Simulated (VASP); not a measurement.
# I (Cmce) in VASP: notebook, part 2 of 2

VASP 6.6.1. Earlier steps stand in the parts before.

## (3) Single point, AM05

The input, POSCAR:

```
I
1.0
    3.6350350000     -2.3950200000      0.0000000000
    3.6350350000      2.3950200000      0.0000000000
    0.0000000000      0.0000000000      9.7934400000
I
4
Direct
    0.6493000000      0.3507000000      0.3844000000
    0.1493000000      0.8507000000      0.1156000000
    0.3507000000      0.6493000000      0.6156000000
    0.8507000000      0.1493000000      0.8844000000
```

The input, INCAR.step1:

```
SYSTEM = I
GGA      = AM             ! functional
ISMEAR   = 0              ! smearing method
SIGMA    = 0.03           ! smearing width, eV
LWAVE    = .False.        ! write WAVECAR
LCHARG   = .True.         ! write CHGCAR
NBANDS   = 34             ! bands
PREC     = Accurate       ! precision mode
LASPH    = .True.         ! aspherical terms in the spheres
LREAL    = .False.        ! projectors in reciprocal space
ALGO     = Normal         ! electronic algorithm
EDIFF    = 1E-6           ! SCF threshold, eV
NELM     = 120            ! most SCF steps
GGA_COMPAT= .False.      
ENCUT    = 450            ! plane-wave cutoff, eV
EFERMI   = MIDGAP       
KPAR     = 2
```

The input, KPOINTS.step1:

```
k-points
0
Gamma
  6 6 3
```

The input, INCAR.step2:

```
SYSTEM = I
GGA      = AM             ! functional
ISMEAR   = -5             ! smearing method
LWAVE    = .False.        ! write WAVECAR
LCHARG   = .False.        ! write CHGCAR
NBANDS   = 34             ! bands
PREC     = Accurate       ! precision mode
LASPH    = .True.         ! aspherical terms in the spheres
LREAL    = .False.        ! projectors in reciprocal space
ALGO     = Normal         ! electronic algorithm
EDIFF    = 1E-6           ! SCF threshold, eV
NELM     = 120            ! most SCF steps
GGA_COMPAT= .False.      
ENCUT    = 450            ! plane-wave cutoff, eV
EFERMI   = MIDGAP       
NEDOS    = 4001           ! points of the DOS
LORBIT   = 11             ! projections on sites
EMIN     = -13.8723     
EMAX     = 11.1277      
ICHARG   = 11             ! starting density
KPAR     = 2
```

The input, KPOINTS.step2:

```
Automatic mesh
0
Gamma
  16 16 7
  0 0 0
```

Potentials or basis: VASP PAW PBE potentials, release 64 (I).

Started as:

```console
> cat potpaw_PBE.64/I/POTCAR > POTCAR
> cp INCAR.step1 INCAR
> cp KPOINTS.step1 KPOINTS
> mpirun -np 2 vasp_std > vasp.out
> cp INCAR.step2 INCAR
> cp KPOINTS.step2 KPOINTS
> mpirun -np 2 vasp_std > vasp.out
```

Run time: 4.4 min. Hardware: 2 MPI ranks of Intel Xeon Platinum 8375C at 2.90GHz (Ice Lake), shared host; peak memory 0.88 GiB.

The run converged. Its results:

| Quantity | Value |
| --- | --- |
| Band gap on the k mesh | 1.29 eV (least direct gap 1.39 eV) |
| Valence electrons inside the program's atomic spheres | I 4.22 |

Levels at points of the mesh, in eV from the valence-band top:
```csv
k point,band 10,band 11,band 12,band 13,band 14,band 15,band 16,band 17,band 18,band 19
"(0.00, 0.00, 0.00)",-1.15,-1.12,-0.54,-0.07,-0.01,1.38,2.22,5.28,5.29,5.46
"(0.50, 0.00, 0.00)",-1.70,-1.22,-1.22,-0.41,-0.41,2.25,2.25,5.45,5.45,7.43
"(0.50, 0.50, 0.00)",-1.96,-1.80,-1.34,-0.70,-0.27,1.29,1.84,5.15,5.87,6.03
```

Caveat: this functional lacks dispersion, which holds the molecules together, so the pressure and a relaxed volume are unreliable; the PAW data sets were made with another functional, which shifts forces and pressure a little; spin-orbit coupling is left out, which moves the levels of the heavy elements; an odd mesh through Γ misses points on the zone boundary, where band edges can lie.

## (4) Equation of state, TPSS

The input, POSCAR.step1:

```
I
1.0
    3.5225383307     -2.3208991805      0.0000000000
    3.5225383307      2.3208991805      0.0000000000
    0.0000000000      0.0000000000      9.4903536799
I
4
Direct
    0.6493000000      0.3507000000      0.3844000000
    0.1493000000      0.8507000000      0.1156000000
    0.3507000000      0.6493000000      0.6156000000
    0.8507000000      0.1493000000      0.8844000000
```

The input, POSCAR.step2:

```
I
1.0
    3.5608297907     -2.3461283221      0.0000000000
    3.5608297907      2.3461283221      0.0000000000
    0.0000000000      0.0000000000      9.5935177805
I
4
Direct
    0.6493000000      0.3507000000      0.3844000000
    0.1493000000      0.8507000000      0.1156000000
    0.3507000000      0.6493000000      0.6156000000
    0.8507000000      0.1493000000      0.8844000000
```

The input, POSCAR.step3:

```
I
1.0
    3.5983149642     -2.3708262247      0.0000000000
    3.5983149642      2.3708262247      0.0000000000
    0.0000000000      0.0000000000      9.6945095998
I
4
Direct
    0.6493000000      0.3507000000      0.3844000000
    0.1493000000      0.8507000000      0.1156000000
    0.3507000000      0.6493000000      0.6156000000
    0.8507000000      0.1493000000      0.8844000000
```

The input, POSCAR.step4:

```
I
1.0
    3.6350350000     -2.3950200000      0.0000000000
    3.6350350000      2.3950200000      0.0000000000
    0.0000000000      0.0000000000      9.7934400000
I
4
Direct
    0.6493000000      0.3507000000      0.3844000000
    0.1493000000      0.8507000000      0.1156000000
    0.3507000000      0.6493000000      0.6156000000
    0.8507000000      0.1493000000      0.8844000000
```

The input, POSCAR.step5:

```
I
1.0
    3.6710277863     -2.4187346116      0.0000000000
    3.6710277863      2.4187346116      0.0000000000
    0.0000000000      0.0000000000      9.8904110590
I
4
Direct
    0.6493000000      0.3507000000      0.3844000000
    0.1493000000      0.8507000000      0.1156000000
    0.3507000000      0.6493000000      0.6156000000
    0.8507000000      0.1493000000      0.8844000000
```

The input, POSCAR.step6:

```
I
1.0
    3.7063282960     -2.4419931020      0.0000000000
    3.7063282960      2.4419931020      0.0000000000
    0.0000000000      0.0000000000      9.9855169996
I
4
Direct
    0.6493000000      0.3507000000      0.3844000000
    0.1493000000      0.8507000000      0.1156000000
    0.3507000000      0.6493000000      0.6156000000
    0.8507000000      0.1493000000      0.8844000000
```

The input, POSCAR.step7:

```
I
1.0
    3.7409688860     -2.4648167903      0.0000000000
    3.7409688860      2.4648167903      0.0000000000
    0.0000000000      0.0000000000     10.0788449978
I
4
Direct
    0.6493000000      0.3507000000      0.3844000000
    0.1493000000      0.8507000000      0.1156000000
    0.3507000000      0.6493000000      0.6156000000
    0.8507000000      0.1493000000      0.8844000000
```

The input, INCAR:

```
SYSTEM = I
METAGGA = TPSS
ISMEAR = 0
SIGMA = 0.03
LWAVE = .False.
LCHARG = .False.
ISIF = 2
NSW = 0
PREC = Accurate
LASPH = .True.
LREAL = .False.
ALGO = Normal
EDIFF = 1E-7
NELM = 120
GGA_COMPAT = .False.
ENCUT = 600
EFERMI = MIDGAP
LMIXTAU = .True.
KPAR = 8
```

The input, KPOINTS:

```
Automatic mesh
0
Gamma
  9 9 4
  0 0 0
```

Potentials or basis: VASP PAW PBE potentials, release 64 (I).

Started as:

```console
> cat potpaw_PBE.64/I/POTCAR > POTCAR
> cp POSCAR.step1 POSCAR
> mpirun -np 8 vasp_std > vasp.out
> cp POSCAR.step2 POSCAR
> mpirun -np 8 vasp_std > vasp.out
> cp POSCAR.step3 POSCAR
> mpirun -np 8 vasp_std > vasp.out
> cp POSCAR.step4 POSCAR
> mpirun -np 8 vasp_std > vasp.out
> cp POSCAR.step5 POSCAR
> mpirun -np 8 vasp_std > vasp.out
> cp POSCAR.step6 POSCAR
> mpirun -np 8 vasp_std > vasp.out
> cp POSCAR.step7 POSCAR
> mpirun -np 8 vasp_std > vasp.out
```

OUTCAR:

```text
SYSTEM = I
   METAGGA = TPSS
   ISMEAR = 0
   ISIF = 2
   NSW = 0
   PREC = Accurate
   LASPH = .True.
   LREAL = .False.
   EDIFF = 1E-7
   NELM = 120
   ENCUT = 600
   EFERMI = MIDGAP

 ion  position               nearest neighbor table
   1  0.649  0.351  0.384-   3 2.76
   2  0.149  0.851  0.116-   4 2.76
   3  0.351  0.649  0.616-   1 2.76
   4  0.851  0.149  0.884-   2 2.76
[... 712 lines left out ...]

  FORCE on cell =-STRESS in cart. coord.  units (eV):
  Direction    XX          YY          ZZ          XY          YZ          ZX
  --------------------------------------------------------------------------------------
  -------------------------------------------------------------------------------------
  Total        0.7940939     -0.7523990     -1.3299584      0.0000000      0.0000000      0.0000000
  in kB        6.8449920     -6.4855871    -11.4640779      0.0000000      0.0000000      0.0000000
  external PRESSURE =      -3.7015577 kB  Pullay stress =       0.0000000 kB

 VOLUME and BASIS-vectors are now :
 -----------------------------------------------------------------------------
  energy-cutoff  :      600.00
  volume of cell :      185.87
      direct lattice vectors                 reciprocal lattice vectors
     3.740968886 -2.464816790  0.000000000     0.133655215 -0.202854834  0.000000000
     3.740968886  2.464816790  0.000000000     0.133655215  0.202854834  0.000000000
     0.000000000  0.000000000 10.078844998     0.000000000  0.000000000  0.099217718

 POSITION                                       TOTAL-FORCE (eV/Angst)
 -----------------------------------------------------------------------------------
      3.74097     -0.73599      3.87431         0.000000      0.044553     -0.144009
      3.74097      1.72882      1.16511         0.000000      0.044553      0.144009
      3.74097      0.73599      6.20454         0.000000     -0.044553      0.144009
      3.74097     -1.72882      8.91373         0.000000     -0.044553     -0.144009
 -----------------------------------------------------------------------------------
    total drift:                               -0.000000     -0.000000     -0.000000

  FREE ENERGIE OF THE ION-ELECTRON SYSTEM (eV)
  ---------------------------------------------------
  free  energy   TOTEN  =       -37.7171282684 eV

  energy  without entropy=      -37.7171282684  energy(sigma->0) =      -37.71712827
```

OUTCAR.step2:

```text
SYSTEM = I
   METAGGA = TPSS
   ISMEAR = 0
[... 748 lines left out ...]
      3.56083     -0.70055      3.68775         0.000000     -0.745894     -1.191241
      3.56083      1.64557      1.10901         0.000000     -0.745894      1.191241
      3.56083      0.70055      5.90577         0.000000      0.745894      1.191241
      3.56083     -1.64557      8.48451         0.000000      0.745894     -1.191241
 -----------------------------------------------------------------------------------
    total drift:                               -0.000000     -0.000000     -0.000000

  FREE ENERGIE OF THE ION-ELECTRON SYSTEM (eV)
  ---------------------------------------------------
  free  energy   TOTEN  =       -37.5176724470 eV

  energy  without entropy=      -37.5176724470  energy(sigma->0) =      -37.51767245
```

Wall time 28 min (8 MPI ranks of AMD EPYC 7R43 (Zen 3), shared host); peak memory 0.48 GiB.

What came out:

| Property | Result |
| --- | --- |
| Equilibrium volume | 45.53 Å³/atom |
| Bulk modulus at fixed shape and positions | 19.1 GPa |
| Pressure derivative of the bulk modulus | 5.3 |

Energy against volume, from the lowest point:
| volume (Å³/atom) | energy (meV/atom) |
| --- | --- |
| 38.794 | 82.96 |
| 40.073 | 50.81 |
| 41.352 | 27.81 |
| 42.631 | 12.48 |
| 43.910 | 3.55 |
| 45.189 | 0.00 |
| 46.468 | 0.94 |

Caveat: this functional lacks dispersion, which holds the molecules together, so the pressure and a relaxed volume are unreliable; the cell was scaled at fixed shape and fractional positions, which overstates the stiffness of a crystal with free parameters, most of all of layers and chains; the PAW data sets were made with another functional, which shifts forces and pressure a little; spin-orbit coupling is left out, which moves the levels of the heavy elements.

## (5) The runs side by side

```csv
task,level,k mesh,cutoff (eV),smearing,grid for exact exchange (PRECFOCK),exchange at q = 0,share of exact exchange,tolerance level,purpose,gap on the mesh (eV)
band structure,r2SCAN-EpsX,6 × 6 × 2,520,gaussian 0.02 eV,Fast,truncated,0.1234,-,-,2.23
single point,AM05,16 × 16 × 7,450,tetrahedron 0.03 eV,-,-,-,tight,density of states,1.29
equation of state,TPSS,9 × 9 × 4,600,gaussian 0.03 eV,-,-,-,tight,equation of state,-
```

Alike in all rows: potentials or basis VASP PAW PBE potentials, release 64 (I); no spin polarisation; cell as given.

Caveats: the PAW data sets were made with another functional, which shifts forces and pressure a little; spin-orbit coupling is left out, which moves the levels of the heavy elements; this functional lacks dispersion, which holds the molecules together, so the pressure and a relaxed volume are unreliable (at least some runs); an odd mesh through Γ misses points on the zone boundary, where band edges can lie (at least some runs); the cell was scaled at fixed shape and fractional positions, which overstates the stiffness of a crystal with free parameters, most of all of layers and chains (at least some runs).

Total energies depend on the potentials used, so only differences within one code and one set of settings carry meaning.
